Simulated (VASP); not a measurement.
# Zr (C2/c) in VASP: single point with BLYP

Aim: the single point of Zr with BLYP.

Program: VASP 6.6.1. These are calculated values, not measurements. Logs are shortened: lines on timing, memory, paths and dates and some standing lists are left out, and cuts for length are marked.

**1. The cell of the first run**

The typed cell holds 2 atoms: a = 4.287 Å, b = 4.287 Å, c = 4.286 Å, α = 97.43°, β = 97.43°, γ = 137.84°.

**2. Single point, BLYP**

File INCAR:

```
PREC = Accurate ; ENCUT = 520
EDIFF = 1E-7 ; ISMEAR = -1
SIGMA = 0.1 ; LREAL = False
LASPH = True ; NELM = 60
ALGO = Normal ; ISIF = 2
LWAVE = False ; LCHARG = False
GGA = B5 ; ALDAX = 1.0
AGGAX = 1.0 ; AGGAC = 1.0
ALDAC = 0.0 ; ISYM = 0
NBANDS = 19
```

File KPOINTS:

```
Automatic mesh
0
Gamma
  12 12 8
```

File POSCAR:

```
Zr
1.0
   -2.8282901801      2.8287751290      1.5417899140
    2.8287751290     -2.8282901801      1.5417899140
    2.8278496020      2.8278496020     -1.5409017291
Zr
2
Direct
    0.9999924481      0.0000075519      1.0000000000
    0.7500075519      0.2499924481      0.5000000000
```

Potentials or basis: VASP PAW PBE potentials, release 64 (Zr_sv).

Launch:

```
cat potpaw_PBE.64/Zr_sv/POTCAR > POTCAR
mpirun -np 1 vasp_std > vasp.out
```

OUTCAR:

```text
PREC = Accurate
   ENCUT = 520
   EDIFF = 1E-7
   ISMEAR = -1
   LREAL = False
   LASPH = True
   NELM = 60
   ISIF = 2
   GGA = B5
   ISYM = 0

 ion  position               nearest neighbor table
   1  1.000  0.000  0.000-   2 2.93   2 2.93   2 2.93   2 2.93   2 3.65   2 3.65   2 3.65   2 3.65

   2  0.750  0.250  0.500-   1 2.93   1 2.93   1 2.93   1 2.93   1 3.65   1 3.65   1 3.65   1 3.65

IMPORTANT INFORMATION: All symmetrisations will be switched off!
NOSYMM: (Re-)initialisation of all symmetry stuff for point group C_1.

----------------------------------------------------------------------------------------

                                     Primitive cell

  volume of cell :      49.3333

  direct lattice vectors                    reciprocal lattice vectors
    -2.828290180  2.828775129  1.541789914    -0.000037151  0.176732949  0.324270610
     2.828775129 -2.828290180  1.541789914     0.176732949 -0.000037151  0.324270610
     2.827849602  2.827849602 -1.540901729     0.176797647  0.176797647 -0.000055609

  length of vectors
     4.286993143  4.286993143  4.285772379     0.369304705  0.369304705  0.250029636

  position of ions in fractional coordinates (direct lattice)
     0.999992448  0.000007552  0.000000000
     0.750007552  0.249992448  0.500000000

  ion indices of the primitive-cell ions
   primitive index   ion index
                 1           1
                 2           2

----------------------------------------------------------------------------------------

 KPOINTS: Automatic mesh

Automatic generation of k-mesh.
 Grid dimensions read from file:
 generate k-points for:   12   12    8

 Generating k-lattice:

  Cartesian coordinates                     Fractional coordinates (reciprocal lattice)
    -0.000003096  0.014727746  0.027022551     0.083333333  0.000000000  0.000000000
     0.014727746 -0.000003096  0.027022551     0.000000000  0.083333333  0.000000000
     0.022099706  0.022099706 -0.000006951     0.000000000  0.000000000  0.125000000

  Length of vectors
     0.030775392  0.030775392  0.031253705

  Shift w.r.t. Gamma in fractional coordinates (k-lattice)
     0.000000000  0.000000000  0.000000000

 Subroutine IBZKPT returns following result:
 ===========================================

 Found    580 irreducible k-points:

 Following reciprocal coordinates:
            Coordinates               Weight
  0.000000  0.000000  0.000000      1.000000
  0.083333  0.000000  0.000000      2.000000
  0.000000 -0.083333 -0.000000      2.000000
  0.166667  0.000000  0.000000      2.000000
  0.000000 -0.166667 -0.000000      2.000000
  0.250000 -0.000000  0.000000      2.000000
[... 16 lines left out ...]
  0.500000  0.083333  0.000000      2.000000
 -0.083333  0.500000  0.000000      2.000000
 [... further k-points ...]
   k-points           NKPTS =    580   k-points in BZ     NKDIM =    580   number of bands    NBANDS=     19
   number of dos      NEDOS =    301   number of ions     NIONS =      2
   total plane-waves  NPLWV =  32768
   dimension x,y,z NGX =    32 NGY =   32 NGZ =   32
   dimension x,y,z NGXF=    64 NGYF=   64 NGZF=   64
   ions per type =               2
   NGX,Y,Z   is equivalent  to a cutoff of  12.41, 12.41, 12.41 a.u.
   NGXF,Y,Z  is equivalent  to a cutoff of  24.82, 24.82, 24.83 a.u.
 SYSTEM =  unknown system
   PREC   = accura    normal or accurate (medium, high low for compatibility)
   ISTART =      0    job   : 0-new  1-cont  2-samecut
   ICHARG =      2    charge: 1-file 2-atom 10-const
   ISPIN  =      1    spin polarized calculation?
   LNONCOLLINEAR =      F non collinear calculations
   LSORBIT =      F    spin-orbit coupling
   LASPH  =      T    aspherical Exc in radial PAW
   ENCUT  =  520.0 eV  38.22 Ry    6.18 a.u.   7.97  7.97  7.97*2*pi/ulx,y,z
   NELM   =     60;   NELMIN=  2; NELMDL= -5     # of ELM steps
   EDIFF  = 0.1E-06   stopping-criterion for ELM
   LREAL  =      F    real-space projection
   EDIFFG = 0.1E-05   stopping-criterion for IOM
   NSW    =      0    number of steps for IOM
   IBRION =     -1    ionic relax: 0-MD 1-quasi-New 2-CG
   NFREE  =      0    steps in history (QN), initial steepest desc. (CG)
   ISIF   =      2    stress and relaxation
   ISYM   =      0    0-nonsym 1-usesym 2-fastsym
   POTIM  = 0.5000    time-step for ionic-motion
   TEBEG  =    0.0;   TEEND  =   0.0 temperature during run
   PSTRESS=    0.0 pullay stress
   NELECT =      24.0000    total number of electrons
   NUPDOWN=      -1.0000    fix difference up-down
   EMIN   =  10.00;   EMAX   =-10.00  energy-range for DOS
   EFERMI =   0.00;   METHOD = LEGACY
   ISMEAR =    -1;   SIGMA  =   0.10  broadening in eV -4-tet -1-fermi 0-gaus
   EFERMI_NEDOS =   21; number of points for ismear=-14 and -15
   IALGO  =     38    algorithm
   IMIX   =      4    mixing-type and parameters
     AMIX     =   0.40;   BMIX     =  1.00
     AMIX_MAG =   1.60;   BMIX_MAG =  1.00
  volume/ion in A,a.u.               =      24.67       166.46
  Fermi-wavevector in a.u.,A,eV,Ry     =   1.287553  2.433123 22.555656  1.657794
  Thomas-Fermi vector in A             =   2.419561
   LORBIT       =      0    0 simple, 1 ext, 2 COOP (PROOUT), +10 PAW based schemes
   GGA     = B5    functional components
   LHFCALC =     F    Hartree Fock is set to
   AEXX    =    0.0000 exact exchange contribution
   IVDW    =     0    specifies the selected vdW correction
   LEPSILON=     F    determine dielectric tensor
   LRPA    =     F    only Hartree local field effects (RPA)
 non-spin polarized calculation
  energy-cutoff  :      520.00
  volume of cell :       49.33
 maximum number of plane-waves:      1362
   NGX = 15   NGY = 15   NGZ = 15

 number of electron      24.0000000 magnetization

 Free energy of the ion-electron system (eV)
  ---------------------------------------------------
  ext. energy  EPLUGINS =         0.00000000
  ---------------------------------------------------
  free energy    TOTEN  =       -13.86755333 eV

  energy without entropy =      -13.76124013  energy(sigma->0) =      -13.81439673

 E-fermi :   8.4668     XC(G=0): -10.1859

 val. band max:        8.4586858922   @ k =   0.3333   0.0833  -0.1250
 cond. band min:       8.4681116042   @ k =  -0.0000   0.3333  -0.3750
 fundamental gap:      0.0094257120
 Fermi energy:         8.4667834923

 k-point     1 :       0.0000    0.0000    0.0000
  band No.  band energies     occupation
      1     -40.0518      2.00000
      2     -39.7760      2.00000
      3     -18.5587      2.00000
      4     -18.5584      2.00000
      5     -17.6473      2.00000
      6     -17.6345      2.00000
[... 11 lines left out ...]
     18      13.9451      0.00000
     19      14.1827      0.00000

 k-point     2 :       0.0833    0.0000    0.0000
  band No.  band energies     occupation
      1     -40.0429      2.00000
      2     -39.7751      2.00000
      3     -18.5541      2.00000
      4     -18.5357      2.00000
      5     -17.7108      2.00000
      6     -17.6872      2.00000
[... 11 lines left out ...]
     18      13.8577      0.00000
     19      14.1635      0.00000

 k-point     3 :       0.0000   -0.0833   -0.0000
  band No.  band energies     occupation
      1     -40.0429      2.00000
      2     -39.7751      2.00000
      3     -18.5541      2.00000
      4     -18.5357      2.00000
      5     -17.7108      2.00000
      6     -17.6872      2.00000
[... 11 lines left out ...]
     18      13.8577      0.00000
     19      14.1635      0.00000

 k-point     4 :       0.1667    0.0000    0.0000
  band No.  band energies     occupation
      1     -40.0181      2.00000
      2     -39.7733      2.00000
      3     -18.5419      2.00000
      4     -18.4746      2.00000
      5     -17.8568      2.00000
      6     -17.8191      2.00000
[... 11 lines left out ...]
     18      13.6115      0.00000
     19      14.2585      0.00000

 k-point     5 :       0.0000   -0.1667   -0.0000
  band No.  band energies     occupation
      1     -40.0181      2.00000
      2     -39.7733      2.00000
      3     -18.5419      2.00000
      4     -18.4746      2.00000
      5     -17.8568      2.00000
      6     -17.8191      2.00000
[... 11 lines left out ...]
     18      13.6115      0.00000
     19      14.2585      0.00000

 k-point     6 :       0.2500   -0.0000    0.0000
  band No.  band energies     occupation
      1     -39.9825      2.00000
      2     -39.7722      2.00000
      3     -18.5249      2.00000
      4     -18.4007      2.00000
      5     -18.0505      2.00000
      6     -17.9735      2.00000
[... 11 lines left out ...]
     18      13.2197      0.00000
     19      14.1855      0.00000

 k-point     7 :       0.0000   -0.2500   -0.0000
  band No.  band energies     occupation
      1     -39.9825      2.00000
      2     -39.7722      2.00000
      3     -18.5249      2.00000
      4     -18.4007      2.00000
      5     -18.0505      2.00000
      6     -17.9735      2.00000
[... 11 lines left out ...]
     18      13.2197      0.00000
     19      14.1855      0.00000

 k-point     8 :       0.3333    0.0000    0.0000
  band No.  band energies     occupation
      1     -39.9442      2.00000
      2     -39.7735      2.00000
      3     -18.5076      2.00000
      4     -18.3815      2.00000
      5     -18.2267      2.00000
      6     -18.0674      2.00000
[... 256 lines left out ...]
 k-point    20 :      -0.0833   -0.3333    0.0000
  band No.  band energies     occupation
      1     -39.9200      2.00000
      2     -39.7706      2.00000
      3     -18.5052      2.00000
      4     -18.4366      2.00000
      5     -18.3195      2.00000
      6     -18.1284      2.00000
[... 11 lines left out ...]
     18      13.3756      0.00000
     19      13.9914      0.00000

 k-point    21 :       0.4167    0.0833    0.0000
  band No.  band energies     occupation
      1     -39.9006      2.00000
      2     -39.7800      2.00000
      3     -18.5286      2.00000
      4     -18.4455      2.00000
      5     -18.3710      2.00000
      6     -18.0617      2.00000
[... 11 lines left out ...]
     18      13.3577      0.00000
     19      14.9052      0.00000

 k-point    22 :      -0.0833   -0.4167   -0.0000
  band No.  band energies     occupation
      1     -39.9006      2.00000
      2     -39.7800      2.00000
      3     -18.5286      2.00000
      4     -18.4455      2.00000
      5     -18.3710      2.00000
      6     -18.0617      2.00000
[... 11 lines left out ...]
     18      13.3577      0.00000
     19      14.9052      0.00000

 k-point    23 :       0.5000    0.0833    0.0000
  band No.  band energies     occupation
      1     -39.9041      2.00000
      2     -39.7864      2.00000
      3     -18.5138      2.00000
      4     -18.4256      2.00000
      5     -18.3444      2.00000
      6     -17.9943      2.00000
[... 11 lines left out ...]
     18      12.7967      0.00000
     19      13.9122      0.00000

 k-point    24 :      -0.0833    0.5000    0.0000
  band No.  band energies     occupation
      1     -39.9041      2.00000
      2     -39.7864      2.00000
      3     -18.5138      2.00000
      4     -18.4256      2.00000
      5     -18.3444      2.00000
      6     -17.9943      2.00000
[... 11 lines left out ...]
     18      12.7967      0.00000
     19      13.9122      0.00000

 [... further k-points ...]
[... 5 lines left out ...]
  --------------------------------------------------------------------------------------
  -------------------------------------------------------------------------------------
  Total        0.0364413      0.0364430      0.0197424     -0.0018824      0.0017921      0.0017909
  in kB        1.1834904      1.1835455      0.6411678     -0.0611326      0.0582020      0.0581613
  external PRESSURE =       1.0027345 kB  Pullay stress =       0.0000000 kB

 VOLUME and BASIS-vectors are now :
 -----------------------------------------------------------------------------
  energy-cutoff  :      520.00
  volume of cell :       49.33
      direct lattice vectors                 reciprocal lattice vectors
    -2.828290180  2.828775129  1.541789914    -0.000037151  0.176732949  0.324270610
     2.828775129 -2.828290180  1.541789914     0.176732949 -0.000037151  0.324270610
     2.827849602  2.827849602 -1.540901729     0.176797647  0.176797647 -0.000055609

 POSITION                                       TOTAL-FORCE (eV/Angst)
 -----------------------------------------------------------------------------------
     -2.82825      2.82873      1.54179        -0.000382      0.000381     -0.000000
     -0.00014      2.82848      0.77134         0.000382     -0.000381      0.000000
 -----------------------------------------------------------------------------------
    total drift:                               -0.000000     -0.000001     -0.000000

  FREE ENERGIE OF THE ION-ELECTRON SYSTEM (eV)
  ---------------------------------------------------
  free  energy   TOTEN  =       -13.8675533311 eV

  energy  without entropy=      -13.7612401252  energy(sigma->0) =      -13.81439673
```

It took 6.9 min on 1 thread of Intel Xeon Platinum 8488C (Sapphire Rapids), shared host; peak memory 0.53 GiB.

Results:

| Property | Result |
| --- | --- |
| Free energy | -13.8676 eV |
| Pressure | 0.1 GPa |
| Band gap on the k mesh | zero (band 12 reaches 8.71 eV, above the bottom of band 13 at 7.92 eV) |

Caveat: the PAW data sets were made with another functional, which shifts forces and pressure a little.
